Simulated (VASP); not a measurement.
Write the native input for VASP 6.6.1 that does the following.

```
Task                   : single point
Functional             : RPBE
Potentials or basis    : VASP PAW PBE potentials, release 64 (Pb_d)
Cutoff                 : 520 eV
k mesh                 : 9 × 9 × 9
Occupations            : fermi-dirac, width 0.1 eV
Spin                   : no spin polarisation
Dipole correction      : no
Further INCAR settings : ALGO = Normal; EDIFF = 1e-06; NBANDS = 21
```

The structure of Pb lies in POSCAR:

```
Pb
1.0
    0.0000000000      3.5365183664      3.5365183664
    3.5365183664      0.0000000000      3.5365183664
    3.5365183664      3.5365183664      0.0000000000
Pb
2
Direct
    0.1250000000      0.1250000000      0.1250000000
    0.8750000000      0.8750000000      0.8750000000
```

This cell differs from its parent crystal: volume scaled by 0.96.

One way to write it, as run:

INCAR

```
  ALGO = Normal
  EDIFF = 1E-6
  ENCUT = 520
  GGA = RP
  ISIF = 2
  ISMEAR = -1
  LASPH = T
  LCHARG = T
  LELF = T
  LREAL = F
  LVHAR = T
  LWAVE = F
  NBANDS = 21
  NELM = 100
  PREC = Accurate
  SIGMA = 0.1
```

KPOINTS

```
k-points
0
Gamma
  9 9 9
```

Potentials or basis: VASP PAW PBE potentials, release 64 (Pb_d).

The run is started by

```sh
$ cat potpaw_PBE.64/Pb_d/POTCAR > POTCAR
$ mpirun -np 1 vasp_std > vasp.out
```

It gave:

```json
{
  "Pressure": "0.9 GPa",
  "Band gap on the k mesh": "zero (band 14 reaches 4.12 eV, above the bottom of band 15 at 3.12 eV)"
}
```

Caveat: the PAW data sets were made with another functional, which shifts forces and pressure a little; spin-orbit coupling is left out, which moves the levels of the heavy elements.

Run time: 2.2 min on 1 thread of AMD EPYC 7R13, on a shared host, peak memory 0.22 GiB.
